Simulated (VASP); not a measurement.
## F: electric field gradients with PBE

Crystal: F.

```
F
1.0
     2.86425    0.00000    0.00000
    -1.43213    2.48052    0.00000
     0.00000    0.00000    2.88119
F
2
Direct
  0.33333 0.66667 0.25000
  0.66667 0.33333 0.75000
```

- Program: VASP 6.6.1
- Task: electric field gradients
- Functional: PBE
- Potentials or basis: VASP PAW PBE potentials, release 64 (F)
- Cutoff: 520 eV
- k mesh: 19 × 19 × 10
- Occupations: fermi-dirac, width 0.08 eV
- Spin: no spin polarisation
- Dipole correction: no
- Further INCAR settings: ALGO = Normal; EDIFF = 1e-08; NBANDS = 14

```yaml
Pressure: 1.8 GPa
Band_gap_on_the_k_mesh: zero (bands 7 and 8 overlap by 1.60 eV)
Largest_electric_field_gradient_by_atom: F +94.8 V/Å²
```

Stress tensor (GPa, compression positive):
```
1.44 0.00 0.00
0.00 1.44 0.00
0.00 0.00 2.43
```

Levels at points of the mesh, in eV from the Fermi level:
| k point | band 5 | band 6 | band 7 | band 8 | band 9 | band 10 |
| --- | --- | --- | --- | --- | --- | --- |
| (0.00, 0.00, 0.00) | -2.04 | -0.21 | -0.21 | 0.47 | 12.71 | 19.87 |
| (0.00, 0.00, 0.50) | -1.08 | -1.08 | -1.08 | -1.08 | 17.04 | 17.04 |

Electric field gradients, principal values (V/Å²):
```tsv
atom	least	middle	greatest (by size)
1 F	-47.395	-47.396	94.791
2 F	-47.395	-47.396	94.791
```

Wall time 62 s on 1 thread of Intel Xeon 8259CL (shared host), peak memory 0.17 GiB.

Caveat: the atoms stand far beyond bonding distance, and open shells without spin polarisation read as a metal; without QUAD_EFG the Cq values of the log hold for a quadrupole moment of 1 mb, not for the nuclei.
